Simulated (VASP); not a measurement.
# C in VASP: notebook

The runs below take C through vibrations by perturbation theory, with LDA.

All numbers are computed with VASP 6.6.1; they aren't measurements. Logs are shortened: lines on timing, memory, paths and dates and some standing lists are left out, and cuts for length are marked.

## Step 1: The cell of the first run

The typed cell holds 2 atoms: a = 2.444 Å, b = 2.444 Å, c = 3.557 Å, α = 110.08°, β = 110.08°, γ = 60.00°.

## Step 2: Vibrations by perturbation theory, LDA (8.44 Å³/atom)

Input file INCAR:

```
SYSTEM = C
PREC = Accurate ; ENCUT = 520
EDIFF = 1E-8 ; ISMEAR = 0
SIGMA = 0.01 ; LREAL = .False.
LASPH = .True. ; NELM = 80
ALGO = Normal ; ISIF = 2
LWAVE = .False. ; LCHARG = .False.
NBANDS = 11 ; IBRION = 8
NSW = 1 ; LEPSILON = .True.
```

Input file KPOINTS:

```
regular mesh
0
Gamma
  14 14 8
  0 0 0
```

Input file POSCAR:

```
C
1.0
    2.1161885883     -1.2217862390     -0.0119127759
    2.1161885883      1.2217862390     -0.0119127759
   -1.3917863710      0.0000000000      3.2737889822
C
2
Direct
    0.8333955340      0.8333955340      0.0001896004
    0.1666044660      0.1666044660      0.9998103996
```

Potentials or basis: VASP PAW LDA potentials, release 64 (C).

Run with:

```bash
$ cat potpaw_LDA.64/C/POTCAR > POTCAR
$ mpirun -np 1 vasp_std > vasp.out
```

OUTCAR:

```text
SYSTEM = C
   PREC = Accurate
   ENCUT = 520
   EDIFF = 1E-8
   ISMEAR = 0
   LREAL = .False.
   LASPH = .True.
   NELM = 80
   ISIF = 2
   IBRION = 8
   NSW = 1
   LEPSILON = .True.

 ion  position               nearest neighbor table
   1  0.833  0.833  0.000-   2 1.41   2 1.41   2 1.41
   2  0.167  0.167  1.000-   1 1.41   1 1.41   1 1.41

  LATTYP: Found a base centered monoclinic cell.
 ALAT       =     4.2324442373
 B/A-ratio  =     0.5773431003
 C/A-ratio  =     0.8404962370
 COS(beta)  =    -0.3964164269

  Lattice vectors:

 A1 = (   2.1161885883,  -1.2217862390,  -0.0119127759)
 A2 = (   2.1161885883,   1.2217862390,  -0.0119127759)
 A3 = (  -1.3917863710,   0.0000000000,   3.2737889822)

Analysis of symmetry for initial positions (statically):
=====================================================================
 Subroutine PRICEL returns:
 Original cell was already a primitive cell.

 Routine SETGRP: Setting up the symmetry group for a
 base centered monoclinic supercell.

 Subroutine GETGRP returns: Found  4 space group operations
 (whereof  4 operations were pure point group operations)
 out of a pool of  4 trial point group operations.

The static configuration has the point symmetry C_2h.

Analysis of symmetry for dynamics (positions and initial velocities):
=====================================================================
 Subroutine PRICEL returns:
 Original cell was already a primitive cell.

 Routine SETGRP: Setting up the symmetry group for a
 base centered monoclinic supercell.

 Subroutine GETGRP returns: Found  4 space group operations
 (whereof  4 operations were pure point group operations)
 out of a pool of  4 trial point group operations.

The dynamic configuration has the point symmetry C_2h.

 Subroutine INISYM returns: Found  4 space group operations
 (whereof  4 operations are pure point group operations),
 and found     1 'primitive' translations

----------------------------------------------------------------------------------------

                                     Primitive cell

  volume of cell :      16.8884

  direct lattice vectors                    reciprocal lattice vectors
     2.116188588 -1.221786239 -0.011912776     0.236840647 -0.409236889  0.100688098
     2.116188588  1.221786239 -0.011912776     0.236840647  0.409236889  0.100688098
    -1.391786371  0.000000000  3.273788982     0.001723648  0.000000000  0.306189237

  length of vectors
     2.443595234  2.443595234  3.557353455     0.483431915  0.483431915  0.306194088

  position of ions in fractional coordinates (direct lattice)
     0.833395534  0.833395534  0.000189600
     0.166604466  0.166604466  0.999810400

  ion indices of the primitive-cell ions
   primitive index   ion index
                 1           1
                 2           2

----------------------------------------------------------------------------------------

 KPOINTS: regular mesh

Automatic generation of k-mesh.
[... 498 lines left out ...]

--------------------------------------- Ionic step        2  -------------------------------------------

------------------------ aborting loop because EDIFF is reached ----------------------------------------

--------------------------------------- Ionic step        3  -------------------------------------------

------------------------ aborting loop because EDIFF is reached ----------------------------------------

 PIEZOELECTRIC TENSOR FIELD DIRECTION 3  (e Angst)
 -----------------------------------------------------------------------------
    -0.01237  0.00000  0.00253           ( -0.00000  0.00000  0.00000)
     0.00000  0.01203  0.00000           (  0.00000 -0.00000  0.00000)
     0.00253  0.00000 -0.00003           (  0.00000  0.00000 -0.00000)

 PIEZOELECTRIC TENSOR FIELD DIRECTION 3  (C/m^2)
 -----------------------------------------------------------------------------
    -0.01174  0.00000  0.00240
     0.00000  0.01141  0.00000
     0.00240  0.00000 -0.00003

--------------------------------------- Ionic step        4  -------------------------------------------
[... 5 lines left out ...]
------------------------ aborting loop because EDIFF is reached ----------------------------------------

--------------------------------------- Ionic step        6  -------------------------------------------

 Free energy of the ion-electron system (eV)
  ---------------------------------------------------
  ---------------------------------------------------
  free energy    TOTEN  =        -0.12110064 eV

  energy without entropy =       -0.12110064

------------------------ aborting loop because EDIFF is reached ----------------------------------------

 INTERNAL STRAIN TENSOR  FOR ION    1  DIRECTION 3   (eV/Angst):
 -----------------------------------------------------------------------------
    -0.11397  0.00000 -0.00233
     0.00000  0.29043  0.00000
    -0.02876  0.00000 -0.28276

 MACROSCOPIC STATIC DIELECTRIC TENSOR (including local field effects in DFT)
 ------------------------------------------------------
          27.641334     0.000000     0.595943
           0.000000    29.630524     0.000000
           0.595945     0.000000     5.024748
 ------------------------------------------------------

 PIEZOELECTRIC TENSOR (including local field effects)  for field in x, y, z        (e  Angst)
          XX          YY          ZZ          XY          YZ          ZX
  --------------------------------------------------------------------------------
  x     0.00000     0.00000     0.00000     0.00000     0.00000     0.00000
  y     0.00000     0.00000     0.00000     0.00000     0.00000     0.00000
  z     0.00000     0.00000     0.00000     0.00000     0.00000     0.00000

 PIEZOELECTRIC TENSOR (including local field effects)  for field in x, y, z        (C/m^2)
          XX          YY          ZZ          XY          YZ          ZX
  --------------------------------------------------------------------------------
  x     0.00000     0.00000     0.00000     0.00000     0.00000     0.00000
  y     0.00000     0.00000     0.00000     0.00000     0.00000     0.00000
  z     0.00000     0.00000     0.00000     0.00000     0.00000     0.00000

 BORN EFFECTIVE CHARGES (including local field effects) (in |e|, cummulative output)
 ---------------------------------------------------------------------------------
 ion    1
    1     0.00000     0.00000     0.00000
    2     0.00000     0.00000     0.00000
    3     0.00000     0.00000     0.00000
 ion    2
    1     0.00000     0.00000     0.00000
    2     0.00000     0.00000     0.00000
    3     0.00000     0.00000     0.00000

 INTERNAL STRAIN TENSOR FOR ION    2 for displacements in x,y,z  (eV/Angst):
          X           Y           Z          XY          YZ          ZX
  --------------------------------------------------------------------------------
  x   -13.61319    13.63404    -0.02007     0.00000     0.00000    -0.09950
  y     0.00000     0.00000     0.00000    14.03371    -0.23791     0.00000
  z     0.11397    -0.29043     0.28276     0.00000     0.00000     0.00233

 SECOND DERIVATIVES (NOT SYMMETRIZED)
 ------------------------------------
               1X          1Y          1Z          2X          2Y          2Z
  1X   -56.979254    0.000000    0.211968   56.979254    0.000000   -0.211968
  1Y     0.000000  -57.040000    0.000000    0.000000   57.040000    0.000000
  1Z     0.211380    0.000000  -17.139016   -0.211380    0.000000   17.139016
  2X    56.979254    0.000000   -0.211968  -56.979254    0.000000    0.211968
  2Y     0.000000   57.040000    0.000000    0.000000  -57.040000    0.000000
  2Z    -0.211380    0.000000   17.139016    0.211380    0.000000  -17.139016

 Eigenvectors and eigenvalues of the dynamical matrix
 ----------------------------------------------------

   1 f  =   48.179900 THz   302.723243 2PiTHz 1607.108490 cm-1   199.255968 meV
             X         Y         Z           dx          dy          dz
      3.526980  0.000000 -0.019235     0.000000    0.707107    0.000000
     -0.686390  0.000000  3.269199    -0.000000   -0.707107   -0.000000
[... 11 lines left out ...]
   4 f  =    0.000000 THz     0.000002 2PiTHz    0.000008 cm-1     0.000001 meV
             X         Y         Z           dx          dy          dz
      3.526980  0.000000 -0.019235    -0.013389    0.377346   -0.597855
     -0.686390  0.000000  3.269199    -0.013389    0.377346   -0.597855

   5 f/i=    0.000000 THz     0.000002 2PiTHz    0.000008 cm-1     0.000001 meV
             X         Y         Z           dx          dy          dz
      3.526980  0.000000 -0.019235    -0.053106    0.595736    0.377198
     -0.686390  0.000000  3.269199    -0.053106    0.595736    0.377198

   6 f/i=    0.000000 THz     0.000002 2PiTHz    0.000010 cm-1     0.000001 meV
             X         Y         Z           dx          dy          dz
      3.526980  0.000000 -0.019235     0.704983    0.052043    0.017060
     -0.686390  0.000000  3.269199     0.704983    0.052043    0.017060

--------------------------------------------------------------------------------------------------------

 MACROSCOPIC STATIC DIELECTRIC TENSOR IONIC CONTRIBUTION
 ------------------------------------------------------
           0.000000     0.000000     0.000000
           0.000000     0.000000     0.000000
           0.000000     0.000000     0.000000
 ------------------------------------------------------

 ELASTIC MODULI CONTR FROM IONIC RELAXATION (kBar)
 Direction    XX          YY          ZZ          XY          YZ          ZX
 --------------------------------------------------------------------------------
 XX        -308.5713    309.1056     -0.5541     -0.0000      0.0000     -2.2558
 YY         309.1056   -309.8128      0.8308      0.0000     -0.0000      2.2612
 ZZ          -0.5541      0.8308     -0.4430      0.0000     -0.0000     -0.0064
 XY          -0.0000      0.0000      0.0000   -327.5568      5.5529     -0.0000
 YZ           0.0000     -0.0000     -0.0000      5.5529     -0.0941      0.0000
 ZX          -2.2558      2.2612     -0.0064     -0.0000      0.0000     -0.0165
 --------------------------------------------------------------------------------

 PIEZOELECTRIC TENSOR IONIC CONTR  for field in x, y, z        (C/m^2)
          XX          YY          ZZ          XY          YZ          ZX
  --------------------------------------------------------------------------------
  x     0.00000     0.00000     0.00000     0.00000     0.00000     0.00000
  y     0.00000     0.00000     0.00000     0.00000     0.00000     0.00000
  z     0.00000     0.00000     0.00000     0.00000     0.00000     0.00000
```

Run time: 8.6 min. Hardware: 1 thread of Intel Xeon Platinum 8488C (Sapphire Rapids), shared host; peak memory 0.4 GiB.

Results:

| Quantity | Value |
| --- | --- |
| Electronic dielectric tensor (diagonal) | 27.64, 29.63, 5.02 |
| Born charges (mean of the diagonal) | C +0.00 e |
| Highest phonon frequency at Γ | 1607 cm⁻¹ |

Phonon frequencies in cm⁻¹ (negative: imaginary):
```csv
q point,frequencies
"(0.000, 0.000, 0.000)",0 0 0 881 1606 1607
```

Electronic dielectric tensor:
```
27.64  0.00  0.60
 0.00 29.63  0.00
 0.60  0.00  5.02
```

Born effective charge tensors (e):
atom 1, C
```
0.00 0.00 0.00
0.00 0.00 0.00
0.00 0.00 0.00
```
atom 2, C
```
0.00 0.00 0.00
0.00 0.00 0.00
0.00 0.00 0.00
```

Caveat: the cell stands under pressure or tension, which shifts response properties.

## Step 3: Vibrations by perturbation theory, LDA

This run uses another cell than the first one, of 8.62 Å³/atom.

Input file INCAR:

```
PREC = Accurate ; ENCUT = 520
EDIFF = 1E-8 ; ISMEAR = 0
SIGMA = 0.01 ; LREAL = F
LASPH = T ; NELM = 80
ALGO = Normal ; ISIF = 2
LWAVE = F ; LCHARG = T
GGA = CA ; NBANDS = 11
IBRION = 8 ; NSW = 1
LEPSILON = T
```

Input file KPOINTS:

```
regular mesh
0
Gamma
  14 14 8
```

Input file POSCAR:

```
C
1.0
    2.1173004186     -1.2224359090     -0.0116645459
    2.1173004186      1.2224359090     -0.0116645459
   -1.3917791385      0.0000000000      3.3367535723
C
2
Direct
    0.8333827718      0.8333827718      0.0001493726
    0.1666172282      0.1666172282      0.9998506274
```

Potentials or basis: VASP PAW LDA potentials, release 64 (C).

Run with:

```bash
$ cat potpaw_LDA.64/C/POTCAR > POTCAR
$ mpirun -np 1 vasp_std > vasp.out
```

OUTCAR:

```text
PREC = Accurate
   ENCUT = 520
   EDIFF = 1E-8
   ISMEAR = 0
   LREAL = F
   LASPH = T
   NELM = 80
   ISIF = 2
   GGA = CA
   IBRION = 8
   NSW = 1
   LEPSILON = T

 ion  position               nearest neighbor table
   1  0.833  0.833  0.000-   2 1.41   2 1.41   2 1.41
   2  0.167  0.167  1.000-   1 1.41   1 1.41   1 1.41

  LATTYP: Found a base centered monoclinic cell.
 ALAT       =     4.2346650986
 B/A-ratio  =     0.5773471481
 C/A-ratio  =     0.8537582213
 COS(beta)  =    -0.3900393297

  Lattice vectors:

 A1 = (   2.1173004186,  -1.2224359090,  -0.0116645459)
 A2 = (   2.1173004186,   1.2224359090,  -0.0116645459)
 A3 = (  -1.3917791385,   0.0000000000,   3.3367535723)

Analysis of symmetry for initial positions (statically):
[... 646 lines left out ...]
  1Y     0.000000  -56.893355    0.000000    0.000000   56.893355    0.000000
  1Z     0.211769    0.000000  -17.208973   -0.211769    0.000000   17.208973
  2X    56.865907    0.000000   -0.211654  -56.865907    0.000000    0.211654
  2Y     0.000000   56.893355    0.000000    0.000000  -56.893355    0.000000
  2Z    -0.211769    0.000000   17.208973    0.211769    0.000000  -17.208973

 Eigenvectors and eigenvalues of the dynamical matrix
 ----------------------------------------------------

   1 f  =   48.117928 THz   302.333855 2PiTHz 1605.041297 cm-1   198.999669 meV
             X         Y         Z           dx          dy          dz
      3.528835  0.000000 -0.018944    -0.000000   -0.707107   -0.000000
     -0.686014  0.000000  3.332368     0.000000    0.707107   -0.000000
[... 16 lines left out ...]
   5 f  =    0.000000 THz     0.000000 2PiTHz    0.000001 cm-1     0.000000 meV
             X         Y         Z           dx          dy          dz
      3.528835  0.000000 -0.018944     0.508874    0.478442   -0.110184
     -0.686014  0.000000  3.332368     0.508874    0.478442   -0.110184

   6 f/i=    0.000001 THz     0.000004 2PiTHz    0.000022 cm-1     0.000003 meV
             X         Y         Z           dx          dy          dz
      3.528835  0.000000 -0.018944    -0.009165    0.167920    0.686818
     -0.686014  0.000000  3.332368    -0.009165    0.167920    0.686818

--------------------------------------------------------------------------------------------------------

 MACROSCOPIC STATIC DIELECTRIC TENSOR IONIC CONTRIBUTION
 ------------------------------------------------------
           0.000000     0.000000     0.000000
           0.000000     0.000000     0.000000
           0.000000     0.000000     0.000000
 ------------------------------------------------------

 ELASTIC MODULI CONTR FROM IONIC RELAXATION (kBar)
 Direction    XX          YY          ZZ          XY          YZ          ZX
 --------------------------------------------------------------------------------
 XX        -300.7847    301.0825     -0.2624      0.0000     -0.0000     -2.0930
 YY         301.0825   -301.4916      0.4382     -0.0000      0.0000      2.0962
 ZZ          -0.2624      0.4382     -0.2781      0.0000     -0.0000     -0.0035
 XY           0.0000     -0.0000      0.0000   -317.7670      5.2671      0.0000
 YZ          -0.0000      0.0000     -0.0000      5.2671     -0.0873     -0.0000
 ZX          -2.0930      2.0962     -0.0035      0.0000     -0.0000     -0.0146
 --------------------------------------------------------------------------------

 PIEZOELECTRIC TENSOR IONIC CONTR  for field in x, y, z        (C/m^2)
          XX          YY          ZZ          XY          YZ          ZX
  --------------------------------------------------------------------------------
  x     0.00000     0.00000     0.00000     0.00000     0.00000     0.00000
  y     0.00000     0.00000     0.00000     0.00000     0.00000     0.00000
  z     0.00000     0.00000     0.00000     0.00000     0.00000     0.00000
```

OSZICAR:

```text
N       E                     dE             d eps       ncg     rms          rms(c)
DAV:   1    -0.147883244187E+01   -0.14788E+01   -0.41668E+03  9585   0.650E+02
DAV:   2    -0.212357565806E+02   -0.19757E+02   -0.19038E+02 12481   0.120E+02
DAV:   3    -0.216705399286E+02   -0.43478E+00   -0.43404E+00 11775   0.145E+01
DAV:   4    -0.216722622734E+02   -0.17223E-02   -0.17222E-02 11054   0.114E+00
[... 150 lines left out ...]
RMM:   7    -0.121639247774E+00    0.77100E-05   -0.17416E-08 16471   0.597E-04    0.699E-05
RMM:   8    -0.121639510314E+00   -0.26254E-06   -0.12443E-08 16787   0.102E-04    0.350E-05
RMM:   9    -0.121639551203E+00   -0.40889E-07   -0.12576E-08 17105   0.718E-05    0.302E-06
RMM:  10    -0.121639543321E+00    0.78817E-08   -0.12528E-08 16950   0.490E-05    0.153E-06
 Linear response finished
```

Wall time 7.3 min (1 thread of Intel Xeon Platinum 8488C (Sapphire Rapids), shared host); peak memory 0.42 GiB.

Results:

* Electronic dielectric tensor (diagonal): 24.69, 25.60, 4.19
* Born charges (mean of the diagonal): C +0.00 e
* Highest phonon frequency at Γ: 1605 cm⁻¹

Phonon frequencies in cm⁻¹ (negative: imaginary):
```tsv
q point	frequencies
(0.000, 0.000, 0.000)	0 0 0 883 1605 1605
```

Electronic dielectric tensor:
```
24.69  0.00  0.19
 0.00 25.60  0.00
 0.19  0.00  4.19
```

Born effective charge tensors (e):
atom 1, C
```
0.00 0.00 0.00
0.00 0.00 0.00
0.00 0.00 0.00
```
atom 2, C
```
0.00 0.00 0.00
0.00 0.00 0.00
0.00 0.00 0.00
```

(Part 1 of 2 ends here.)
